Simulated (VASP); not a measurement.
# AlN (R3m) in VASP: a series of runs, part 2 of 2

VASP 6.6.1. Earlier steps stand in the parts before.

### Step 3. Single point, r2SCAN (all Al atoms moved -0.100 Å, as atom 1 along Cartesian [1 1 1])

Contents of POSCAR:

```
AlN
1.0
    0.0000000000      2.1839935596      2.1839935596
    2.1839935596      0.0000000000      2.1839935596
    2.1839935596      2.1839935596      0.0000000000
Al N
1 1
Direct
   -0.0132177649     -0.0132177649     -0.0132177649
    0.7500000000      0.7500000000      0.7500000000
```

Contents of INCAR.step1:

```
ALGO = Normal
EDIFF = 1E-4
ENCUT = 520
GGA = PE
ISMEAR = 0
LASPH = T
LCHARG = F
LREAL = F
LWAVE = T
NBANDS = 11
NELM = 80
PREC = Accurate
SIGMA = 0.05
```

Contents of INCAR.step2:

```
ALGO = Normal
EDIFF = 1E-6
ENCUT = 520
ISIF = 2
ISMEAR = 0
ISTART = 1
LASPH = T
LCHARG = F
LMIXTAU = T
LREAL = F
LWAVE = F
METAGGA = R2SCAN
NBANDS = 11
NELM = 80
PREC = Accurate
SIGMA = 0.05
```

Contents of KPOINTS:

```
k-points
0
Gamma
  10 10 10
```

Potentials or basis: VASP PAW PBE potentials, release 64 (Al, N).

The run is started by

```console
$ cat potpaw_PBE.64/Al/POTCAR potpaw_PBE.64/N/POTCAR > POTCAR
$ cp INCAR.step1 INCAR
$ mpirun -np 1 vasp_std > vasp.out
$ cp INCAR.step2 INCAR
$ mpirun -np 1 vasp_std > vasp.out
```

OUTCAR:

```text
EDIFF = 1E-6
   ENCUT = 520
   ISIF = 2
   ISMEAR = 0
   ISTART = 1
   LASPH = T
   LREAL = F
   METAGGA = R2SCAN
   NELM = 80
   PREC = Accurate

 ion  position               nearest neighbor table
   1  0.987  0.987  0.987-   2 1.79   2 1.93   2 1.93   2 1.93
   2  0.750  0.750  0.750-   1 1.79   1 1.93   1 1.93   1 1.93

  LATTYP: Found a face centered cubic cell.
 ALAT       =     4.3679871192

  Lattice vectors:

 A1 = (   0.0000000000,   2.1839935596,   2.1839935596)
 A2 = (   2.1839935596,   0.0000000000,   2.1839935596)
 A3 = (   2.1839935596,   2.1839935596,   0.0000000000)

Analysis of symmetry for initial positions (statically):
=====================================================================
 Subroutine PRICEL returns:
 Original cell was already a primitive cell.

 Routine SETGRP: Setting up the symmetry group for a
 face centered cubic supercell.

 Subroutine GETGRP returns: Found  6 space group operations
 (whereof  6 operations were pure point group operations)
 out of a pool of 48 trial point group operations.

The static configuration has the point symmetry C_3v.

Analysis of symmetry for dynamics (positions and initial velocities):
[... 165 lines left out ...]

 k-point     1 :       0.0000    0.0000    0.0000
  band No.  band energies     occupation
      1     -10.0534      2.00000
      2       5.3736      2.00000
      3       5.8414      2.00000
      4       5.8414      2.00000
      5      10.5619      0.00000
      6      19.1871      0.00000
      7      19.1871      0.00000
      8      19.2785      0.00000
      9      24.1883      0.00000
     10      24.1883      0.00000
     11      25.7796      0.00000
[... 309 lines left out ...]
 k-point    24 :       0.5000    0.4000    0.5000
  band No.  band energies     occupation
      1      -7.9802      2.00000
      2      -0.1172      2.00000
      3       4.8798      2.00000
      4       5.1950      2.00000
      5      14.1243      0.00000
      6      15.4113      0.00000
      7      18.1608      0.00000
      8      18.4341      0.00000
      9      24.6140      0.00000
     10      26.6437      0.00000
     11      27.2144      0.00000

 [... further k-points ...]
[... 5 lines left out ...]
  --------------------------------------------------------------------------------------
  -------------------------------------------------------------------------------------
  Total        0.1747038      0.1747038      0.1747038      0.6629113      0.6629113      0.6629113
  in kB       13.4347314     13.4347314     13.4347314     50.9778991     50.9778991     50.9778991
  external PRESSURE =      13.4347314 kB  Pullay stress =       0.0000000 kB

 VOLUME and BASIS-vectors are now :
 -----------------------------------------------------------------------------
  energy-cutoff  :      520.00
  volume of cell :       20.83
      direct lattice vectors                 reciprocal lattice vectors
     0.000000000  2.183993560  2.183993560    -0.228938404  0.228938404  0.228938404
     2.183993560  0.000000000  2.183993560     0.228938404 -0.228938404  0.228938404
     2.183993560  2.183993560  0.000000000     0.228938404  0.228938404 -0.228938404

 POSITION                                       TOTAL-FORCE (eV/Angst)
 -----------------------------------------------------------------------------------
      4.31025      4.31025      4.31025         1.108639      1.108639      1.108639
      3.27599      3.27599      3.27599        -1.108639     -1.108639     -1.108639
 -----------------------------------------------------------------------------------
    total drift:                               -0.005424     -0.005424     -0.005424

  FREE ENERGIE OF THE ION-ELECTRON SYSTEM (eV)
  ---------------------------------------------------
  free  energy   TOTEN  =       -19.0912367712 eV

  energy  without entropy=      -19.0912367712  energy(sigma->0) =      -19.09123677
```

Run time: 52 s. Hardware: 1 thread of Intel Xeon Platinum 8375C at 2.90GHz (Ice Lake), shared host; peak memory 0.15 GiB.

What came out:

```
Free energy            : -19.0912 eV
Pressure               : 1.3 GPa
Largest force          : 1.920 eV/Å
Band gap on the k mesh : 3.78 eV, indirect (least direct gap 4.72 eV)
```

Forces in eV/Å, atoms in the order of the input:
```
Al   1.109  1.109  1.109
N   -1.109 -1.109 -1.109
```

Caveat: the cell differs from its parent crystal (all Al atoms moved -0.100 Å, as atom 1 along Cartesian [1 1 1]); the PAW data sets were made with another functional, which shifts forces and pressure a little. A k mesh can miss the band edges.

### Step 4. Single point, r2SCAN (all Al atoms moved +0.050 Å, as atom 1 along Cartesian [1 1 1])

Changes to POSCAR since step 3:

```diff
@@ -8,3 +8,3 @@
 Direct
-   -0.0132177649     -0.0132177649     -0.0132177649
+    0.0066088825      0.0066088825      0.0066088825
     0.7500000000      0.7500000000      0.7500000000
```

Contents of INCAR.step1:

```
SYSTEM = AlN
PREC = Accurate ; ENCUT = 520
ISMEAR = 0 ; SIGMA = 0.05
LREAL = .FALSE. ; LASPH = .TRUE.
NELM = 60 ; NBANDS = 11
GGA = PE ; ALGO = Normal
EDIFF = 1E-4 ; LWAVE = .TRUE.
LCHARG = .FALSE.
```

Contents of INCAR.step2:

```
SYSTEM = AlN
PREC = Accurate ; ENCUT = 520
EDIFF = 1E-6 ; ISMEAR = 0
SIGMA = 0.05 ; LREAL = .FALSE.
LASPH = .TRUE. ; NELM = 60
ALGO = Normal ; ISIF = 2
LWAVE = .FALSE. ; LCHARG = .FALSE.
METAGGA = R2SCAN ; LMIXTAU = .TRUE.
NBANDS = 11 ; ISTART = 1
```

Contents of KPOINTS:

```
Automatic mesh
0
G
  10 10 10
  0 0 0
```

The run is started by

```console
$ cat potpaw_PBE.64/Al/POTCAR potpaw_PBE.64/N/POTCAR > POTCAR
$ cp INCAR.step1 INCAR
$ mpirun -np 1 vasp_std > vasp.out
$ cp INCAR.step2 INCAR
$ mpirun -np 1 vasp_std > vasp.out
```

Wall time 60 s (1 thread of Intel Xeon Platinum 8375C at 2.90GHz (Ice Lake), shared host); peak memory 0.15 GiB.

Results (log left out):

- Free energy: -19.1625 eV
- Pressure: 0.1 GPa
- Largest force: 0.671 eV/Å
- Band gap on the k mesh: 3.78 eV, indirect (least direct gap 4.73 eV)

Forces in eV/Å, atoms in the order of the input:
```
Al  -0.388 -0.388 -0.388
N    0.388  0.388  0.388
```

Stress tensor (GPa, compression positive):
```
 0.15 -1.73 -1.73
-1.73  0.15 -1.73
-1.73 -1.73  0.15
```

Levels at points of the mesh, in eV from the valence-band top:
```tsv
k point	band 1	band 2	band 3	band 4	band 5	band 6	band 7	band 8	band 9
(0.00, 0.00, 0.00)	-15.90	-0.24	-0.24	0.00	4.73	13.35	13.37	13.37	18.37
(0.50, 0.00, 0.00)	-13.88	-6.07	-0.71	-0.53	8.03	10.64	11.74	11.86	19.15
(0.50, 0.50, 0.50)	-13.90	-5.98	-0.72	-0.72	8.11	10.72	11.76	11.76	19.14
(0.50, 0.50, 0.00)	-13.26	-5.11	-2.02	-1.90	3.78	9.31	15.03	16.78	16.83
```

Caveat: the cell differs from its parent crystal (all Al atoms moved +0.050 Å, as atom 1 along Cartesian [1 1 1]); the PAW data sets were made with another functional, which shifts forces and pressure a little.

### Step 5. Single point, r2SCAN (all Al atoms moved -0.150 Å, as atom 1 along Cartesian [1 1 1])

Changes to POSCAR since step 4:

```diff
@@ -8,3 +8,3 @@
 Direct
-    0.0066088825      0.0066088825      0.0066088825
+   -0.0198266474     -0.0198266474     -0.0198266474
     0.7500000000      0.7500000000      0.7500000000
```

Contents of INCAR.step1:

```
ALGO     = Normal         # electronic algorithm
EDIFF    = 1E-4           # SCF threshold, eV
ENCUT    = 520            # plane-wave cutoff, eV
GGA      = PE             # functional
ISMEAR   = 0              # smearing method
LASPH    = T              # aspherical terms in the spheres
LCHARG   = F              # write CHGCAR
LREAL    = F              # projectors in reciprocal space
LWAVE    = T              # write WAVECAR
NBANDS   = 11             # bands
NELM     = 100            # most SCF steps
PREC     = Accurate       # precision mode
SIGMA    = 0.05           # smearing width, eV
```

Contents of INCAR.step2:

```
ALGO     = Normal         # electronic algorithm
EDIFF    = 1E-6           # SCF threshold, eV
ENCUT    = 520            # plane-wave cutoff, eV
ISIF     = 2              # what is computed and relaxed
ISMEAR   = 0              # smearing method
ISTART   = 1            
LASPH    = T              # aspherical terms in the spheres
LCHARG   = F              # write CHGCAR
LMIXTAU  = T            
LREAL    = F              # projectors in reciprocal space
LWAVE    = F              # write WAVECAR
METAGGA  = R2SCAN         # meta-GGA
NBANDS   = 11             # bands
NELM     = 100            # most SCF steps
PREC     = Accurate       # precision mode
SIGMA    = 0.05           # smearing width, eV
```

Contents of KPOINTS:

```
k-points
0
Gamma
  10 10 10
```

The run is started by

```console
$ cat potpaw_PBE.64/Al/POTCAR potpaw_PBE.64/N/POTCAR > POTCAR
$ cp INCAR.step1 INCAR
$ mpirun -np 1 vasp_std > vasp.out
$ cp INCAR.step2 INCAR
$ mpirun -np 1 vasp_std > vasp.out
```

Wall time 57 s (1 thread of Intel Xeon Platinum 8375C at 2.90GHz (Ice Lake), shared host); peak memory 0.15 GiB.

Results (log left out):

* Free energy: -18.9630 eV
* Pressure: 3.5 GPa
* Largest force: 3.250 eV/Å
* Band gap on the k mesh: 3.72 eV, indirect (least direct gap 4.63 eV)

Forces in eV/Å, atoms in the order of the input:
```
Al   1.876  1.876  1.876
N   -1.876 -1.876 -1.876
```

Stress tensor (GPa, compression positive):
```
3.55 8.78 8.78
8.78 3.55 8.78
8.78 8.78 3.55
```

Levels at points of the mesh, in eV from the valence-band top:
| k point | band 1 | band 2 | band 3 | band 4 | band 5 | band 6 | band 7 | band 8 | band 9 |
| --- | --- | --- | --- | --- | --- | --- | --- | --- | --- |
| (0.00, 0.00, 0.00) | -15.96 | -0.69 | 0.00 | 0.00 | 4.63 | 13.26 | 13.26 | 13.42 | 18.23 |
| (0.50, 0.00, 0.00) | -13.97 | -6.04 | -1.03 | -0.52 | 7.96 | 10.58 | 11.50 | 12.01 | 18.88 |
| (0.50, 0.50, 0.50) | -13.93 | -6.29 | -0.49 | -0.49 | 7.81 | 10.38 | 11.82 | 11.82 | 18.94 |
| (0.50, 0.50, 0.00) | -13.33 | -5.17 | -2.16 | -1.86 | 3.72 | 9.18 | 14.82 | 16.75 | 16.82 |

Caveat: the cell differs from its parent crystal (all Al atoms moved -0.150 Å, as atom 1 along Cartesian [1 1 1]); the PAW data sets were made with another functional, which shifts forces and pressure a little. A k mesh can miss the band edges.
